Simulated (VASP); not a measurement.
# N (Cmce) in VASP: relaxation of cell and atoms with PBE

Aim: the relaxation of cell and atoms of N with PBE.

Everything below comes from runs of VASP 6.6.1. Logs are shortened: lines on timing, memory, paths and dates and some standing lists are left out, and cuts for length are marked.

### Step 1. The cell of the first run

Symmetry: Cmce, No. 64, orthorhombic system. Conventional cell: a = 6.804 Å, b = 4.587 Å, c = 7.561 Å, α = 90.00°, β = 90.00°, γ = 90.00°. N (site symmetry m) has 1 N at 1.10 Å within 1.5 Å.

### Step 2. Relaxation of cell and atoms, PBE

INCAR reads:

```
SYSTEM = N
  PREC = Accurate
  ENCUT = 910
  EDIFF = 1E-7
  ISMEAR = 0
  SIGMA = 0.02
  LREAL = .False.
  LASPH = .True.
  NELM = 120
  ALGO = Normal
  ISIF = 3
  LWAVE = .False.
  LCHARG = .False.
  GGA = PE
  IBRION = 2
  NSW = 100
  EDIFFG = -0.01
  GGA_COMPAT = .False.
  NELMIN = 4
```

KPOINTS reads:

```
Automatic mesh
0
Gamma
  6 6 4
  0 0 0
```

POSCAR reads:

```
N
1.0
    3.4019210036     -2.2935453156      0.0000000000
    3.4019210036      2.2935453156      0.0000000000
    0.0000000000      0.0000000000      7.5609244314
N
4
Direct
    0.9067739932      0.0932260068      0.0459562739
    0.5932260068      0.4067739932      0.5459562739
    0.0932260068      0.9067739932      0.9540437261
    0.4067739932      0.5932260068      0.4540437261
```

Potentials or basis: VASP PAW PBE potentials, release 64 (N_h).

Run with:

```
cat potpaw_PBE.64/N_h/POTCAR > POTCAR
mpirun -np 1 vasp_std > vasp.out
```

OUTCAR:

```text
SYSTEM = N
   PREC = Accurate
   ENCUT = 910
   EDIFF = 1E-7
   ISMEAR = 0
   LREAL = .False.
   LASPH = .True.
   NELM = 120
   ISIF = 3
   GGA = PE
   IBRION = 2
   NSW = 100
   EDIFFG = -0.01
   NELMIN = 4

 ion  position               nearest neighbor table
   1  0.907  0.093  0.046-   3 1.10
   2  0.593  0.407  0.546-   4 1.10
   3  0.093  0.907  0.954-   1 1.10
   4  0.407  0.593  0.454-   2 1.10

  LATTYP: Found a base centered orthorhombic cell.
 ALAT       =     4.5870906312
 B/A-ratio  =     1.4832586827
 C/A-ratio  =     1.6483050019

  Lattice vectors:

 A1 = (  -3.4019210036,  -2.2935453156,   0.0000000000)
 A2 = (   3.4019210036,  -2.2935453156,   0.0000000000)
 A3 = (   0.0000000000,   0.0000000000,   7.5609244314)

Analysis of symmetry for initial positions (statically):
=====================================================================
 Subroutine PRICEL returns:
 Original cell was already a primitive cell.

 Routine SETGRP: Setting up the symmetry group for a
 base centered orthorhombic supercell.

 Subroutine GETGRP returns: Found  8 space group operations
 (whereof  4 operations were pure point group operations)
 out of a pool of  8 trial point group operations.

The static configuration has the point symmetry C_2h.
 The point group associated with its full space group is D_2h.

Analysis of symmetry for dynamics (positions and initial velocities):
=====================================================================
 Subroutine PRICEL returns:
 Original cell was already a primitive cell.

 Routine SETGRP: Setting up the symmetry group for a
 base centered orthorhombic supercell.

 Subroutine GETGRP returns: Found  8 space group operations
 (whereof  4 operations were pure point group operations)
 out of a pool of  8 trial point group operations.

The dynamic configuration has the point symmetry C_2h.
 The point group associated with its full space group is D_2h.

 Subroutine INISYM returns: Found  8 space group operations
 (whereof  4 operations are pure point group operations),
 and found     1 'primitive' translations

----------------------------------------------------------------------------------------

                                     Primitive cell

  volume of cell :     117.9876

  direct lattice vectors                    reciprocal lattice vectors
     3.401921004 -2.293545316  0.000000000     0.146975782 -0.218003105  0.000000000
     3.401921004  2.293545316  0.000000000     0.146975782  0.218003105  0.000000000
     0.000000000  0.000000000  7.560924431     0.000000000  0.000000000  0.132258960

  length of vectors
     4.102854693  4.102854693  7.560924431     0.262920585  0.262920585  0.132258960

  position of ions in fractional coordinates (direct lattice)
     0.906773993  0.093226007  0.045956274
     0.593226007  0.406773993  0.545956274
     0.093226007  0.906773993  0.954043726
     0.406773993  0.593226007  0.454043726

  ion indices of the primitive-cell ions
   primitive index   ion index
                 1           1
                 2           2
                 3           3
                 4           4

----------------------------------------------------------------------------------------

 KPOINTS: Automatic mesh

Automatic generation of k-mesh.
 Grid dimensions read from file:
 generate k-points for:    6    6    4

 Generating k-lattice:

  Cartesian coordinates                     Fractional coordinates (reciprocal lattice)
     0.024495964 -0.036333851  0.000000000     0.166666667  0.000000000  0.000000000
     0.024495964  0.036333851  0.000000000     0.000000000  0.166666667  0.000000000
     0.000000000  0.000000000  0.033064740     0.000000000  0.000000000  0.250000000

  Length of vectors
     0.043820098  0.043820098  0.033064740

  Shift w.r.t. Gamma in fractional coordinates (k-lattice)
     0.000000000  0.000000000  0.000000000

 Subroutine IBZKPT returns following result:
 ===========================================

 Found     39 irreducible k-points:

 Following reciprocal coordinates:
            Coordinates               Weight
  0.000000  0.000000  0.000000      1.000000
  0.166667  0.000000  0.000000      4.000000
  0.333333  0.000000  0.000000      4.000000
  0.500000  0.000000  0.000000      2.000000
  0.166667  0.166667  0.000000      2.000000
  0.333333  0.166667  0.000000      4.000000
[... 16 lines left out ...]
  0.333333  0.333333  0.250000      4.000000
  0.500000  0.333333  0.250000      8.000000
 [... further k-points ...]
   k-points           NKPTS =     39   k-points in BZ     NKDIM =     39   number of bands    NBANDS=     14
   number of dos      NEDOS =    301   number of ions     NIONS =      4
   total plane-waves  NPLWV = 128000
   dimension x,y,z NGX =    40 NGY =   40 NGZ =   80
   dimension x,y,z NGXF=    80 NGYF=   80 NGZF=  160
   ions per type =               4
   NGX,Y,Z   is equivalent  to a cutoff of  16.21, 16.21, 17.59 a.u.
   NGXF,Y,Z  is equivalent  to a cutoff of  32.42, 32.42, 35.18 a.u.
 SYSTEM =  N
   PREC   = accura    normal or accurate (medium, high low for compatibility)
   ISTART =      0    job   : 0-new  1-cont  2-samecut
   ICHARG =      2    charge: 1-file 2-atom 10-const
   ISPIN  =      1    spin polarized calculation?
   LNONCOLLINEAR =      F non collinear calculations
   LSORBIT =      F    spin-orbit coupling
   LASPH  =      T    aspherical Exc in radial PAW
   ENCUT  =  910.0 eV  66.88 Ry    8.18 a.u.  10.09 10.09 18.60*2*pi/ulx,y,z
   NELM   =    120;   NELMIN=  4; NELMDL= -5     # of ELM steps
   EDIFF  = 0.1E-06   stopping-criterion for ELM
   LREAL  =      F    real-space projection
   EDIFFG = -.1E-01   stopping-criterion for IOM
   NSW    =    100    number of steps for IOM
   IBRION =      2    ionic relax: 0-MD 1-quasi-New 2-CG
   NFREE  =      1    steps in history (QN), initial steepest desc. (CG)
   ISIF   =      3    stress and relaxation
   ISYM   =      2    0-nonsym 1-usesym 2-fastsym
   POTIM  = 0.5000    time-step for ionic-motion
   TEBEG  =    0.0;   TEEND  =   0.0 temperature during run
   PSTRESS=    0.0 pullay stress
   NELECT =      20.0000    total number of electrons
   NUPDOWN=      -1.0000    fix difference up-down
   EMIN   =  10.00;   EMAX   =-10.00  energy-range for DOS
   EFERMI =   0.00;   METHOD = LEGACY
   ISMEAR =     0;   SIGMA  =   0.02  broadening in eV -4-tet -1-fermi 0-gaus
   EFERMI_NEDOS =   21; number of points for ismear=-14 and -15
   IALGO  =     38    algorithm
   IMIX   =      4    mixing-type and parameters
     AMIX     =   0.40;   BMIX     =  1.00
     AMIX_MAG =   1.60;   BMIX_MAG =  1.00
  volume/ion in A,a.u.               =      29.50       199.05
  Fermi-wavevector in a.u.,A,eV,Ry     =   0.906023  1.712136 11.168725  0.820878
  Thomas-Fermi vector in A             =   2.029661
   LORBIT       =      0    0 simple, 1 ext, 2 COOP (PROOUT), +10 PAW based schemes
   GGA     = PE    functional components
   LHFCALC =     F    Hartree Fock is set to
   AEXX    =    0.0000 exact exchange contribution
   IVDW    =     0    specifies the selected vdW correction
   LEPSILON=     F    determine dielectric tensor
   LRPA    =     F    only Hartree local field effects (RPA)
 conjugate gradient relaxation of ions
 non-spin polarized calculation
 Gauss-broadening in eV      SIGMA  =   0.02
  energy-cutoff  :      910.00
  volume of cell :      117.99
 maximum number of plane-waves:      7384
   NGX = 21   NGY = 21   NGZ = 37

--------------------------------------- Ionic step        1  -------------------------------------------

 number of electron      19.9999999 magnetization

 Free energy of the ion-electron system (eV)
  ---------------------------------------------------
  ext. energy  EPLUGINS =         0.00000000
  ---------------------------------------------------
  free energy    TOTEN  =       -33.68967717 eV

  energy without entropy =      -33.68967717  energy(sigma->0) =      -33.68967717

------------------------ aborting loop because EDIFF is reached ----------------------------------------

  FORCE on cell =-STRESS in cart. coord.  units (eV):
  Direction    XX          YY          ZZ          XY          YZ          ZX
  --------------------------------------------------------------------------------------
  -------------------------------------------------------------------------------------
  Total       -0.1146746     -0.0224418     -0.0837226      0.0000000     -0.0000000      0.0000000
  in kB       -1.5571895     -0.3047416     -1.1368864      0.0000000     -0.0000000      0.0000000
  external PRESSURE =      -0.9996058 kB  Pullay stress =       0.0000000 kB
[... 95 lines left out ...]
  FREE ENERGIE OF THE ION-ELECTRON SYSTEM (eV)
  ---------------------------------------------------
  free  energy   TOTEN  =       -33.6897430975 eV

  energy  without entropy=      -33.6897430975  energy(sigma->0) =      -33.68974310

[... ionic steps 4 to 7 ...]

--------------------------------------- Ionic step        8  -------------------------------------------

 number of electron      20.0000000 magnetization

------------------------ aborting loop because EDIFF is reached ----------------------------------------
[... 71 lines left out ...]
--------------------------------------- Ionic step       10  -------------------------------------------

 number of electron      20.0000000 magnetization

 Free energy of the ion-electron system (eV)
  ---------------------------------------------------
  ext. energy  EPLUGINS =         0.00000000
  ---------------------------------------------------
  free energy    TOTEN  =       -33.69371735 eV

  energy without entropy =      -33.69371735  energy(sigma->0) =      -33.69371735

 E-fermi :  -6.8861     XC(G=0):  -5.7683

 val. band max:       -6.9878255776   @ k =  -0.3333   0.3333   0.0000
 cond. band min:       0.6791355128   @ k =   0.5000   0.5000   0.0000
 fundamental gap:      7.6669610904
 Fermi energy:        -6.8860918138

 k-point     1 :       0.0000    0.0000    0.0000
  band No.  band energies     occupation
      1     -25.1137      2.00000
      2     -25.1000      2.00000
      3     -10.4639      2.00000
      4     -10.2881      2.00000
      5      -8.4994      2.00000
      6      -8.3445      2.00000
      7      -8.2988      2.00000
      8      -8.2897      2.00000
      9      -7.6205      2.00000
     10      -7.1960      2.00000
     11       0.7616      0.00000
     12       0.9995      0.00000
     13       1.0427      0.00000
     14       1.1090      0.00000
[... 377 lines left out ...]
      1     -25.0875      2.00000
      2     -25.0813      2.00000
      3     -10.4673      2.00000
      4     -10.4241      2.00000
      5      -8.6988      2.00000
      6      -8.6313      2.00000
      7      -8.5029      2.00000
      8      -8.4265      2.00000
      9      -7.1792      2.00000
     10      -7.0180      2.00000
     11       0.8465      0.00000
     12       1.0456      0.00000
     13       1.1427      0.00000
     14       1.3559      0.00000

 [... further k-points ...]

------------------------ aborting loop because EDIFF is reached ----------------------------------------

  FORCE on cell =-STRESS in cart. coord.  units (eV):
  Direction    XX          YY          ZZ          XY          YZ          ZX
  --------------------------------------------------------------------------------------
  -------------------------------------------------------------------------------------
  Total        0.0085759      0.0272003     -0.0043049      0.0000000      0.0000000      0.0000000
  in kB        0.1248153      0.3958776     -0.0626536      0.0000000      0.0000000      0.0000000
  external PRESSURE =       0.1526798 kB  Pullay stress =       0.0000000 kB
[... 19 lines left out ...]
  FREE ENERGIE OF THE ION-ELECTRON SYSTEM (eV)
  ---------------------------------------------------
  free  energy   TOTEN  =       -33.6937173493 eV

  energy  without entropy=      -33.6937173493  energy(sigma->0) =      -33.69371735

 reached required accuracy - stopping structural energy minimisation
```

It took 9.3 min on 1 thread of Intel Xeon 6975P-C (Granite Rapids), shared host; peak memory 0.42 GiB.

What came out:

| Item | Value |
| --- | --- |
| Free energy | -33.6937 eV |
| Relaxed volume | 27.52 Å³/atom |
| Relaxed cell | a = 4.014 Å, b = 4.014 Å, c = 7.361 Å, α = 90.00°, β = 90.00°, γ = 68.18° |
| Space group after relaxing (to 0.1 Å) | Cmce (No. 64) |
| Energy gained by relaxing | 1.0 meV/atom |
| Ionic steps | 10 |
| Pressure after relaxing | 0.0 GPa |
| Largest force after relaxing | 0.006 eV/Å |
| Band gap on the k mesh | 7.67 eV |

Forces on the atoms (eV/Å):
```
N    0.000  0.004  0.005
N    0.000 -0.004  0.005
N    0.000 -0.004 -0.005
N    0.000  0.004 -0.005
```

Step by step:
| step | energy change (eV) | largest force (eV/Å) | pressure (GPa) | volume (Å³) |
| --- | --- | --- | --- | --- |
| 1 | 0.0000 | 0.0707 | -0.10 | 117.99 |
| 2 | 0.0042 | 0.7960 | -0.96 | 117.67 |
| 3 | -0.0001 | 0.0265 | -0.19 | 117.95 |
| 4 | -0.0006 | 0.0191 | -0.18 | 117.41 |
| 5 | -0.0020 | 0.0059 | -0.11 | 115.81 |
| 6 | -0.0037 | 0.0673 | 0.02 | 112.64 |
| 7 | -0.0026 | 0.2387 | 0.35 | 106.49 |
| 8 | -0.0039 | 0.1498 | 0.16 | 110.40 |
| 9 | -0.0040 | 0.0493 | 0.06 | 110.18 |
| 10 | -0.0040 | 0.0064 | 0.02 | 110.08 |

Final structure:
```yaml
crystal:
  lattice:
    - [3.32386, -2.24968, 0.00000]
    - [3.32386, 2.24968, 0.00000]
    - [0.00000, 0.00000, 7.36090]
  atoms:
    - { symbol: N, position: [0.90473, 0.09527, 0.04707] }
    - { symbol: N, position: [0.59527, 0.40473, 0.54707] }
    - { symbol: N, position: [0.09527, 0.90473, 0.95293] }
    - { symbol: N, position: [0.40473, 0.59527, 0.45293] }
```

Caveat: this functional lacks dispersion, which holds the molecules together, so the pressure and a relaxed volume are unreliable; this functional lacks dispersion, which binds layers or chains, so the pressure and a relaxed spacing across them are unreliable. A k mesh can miss the band edges.
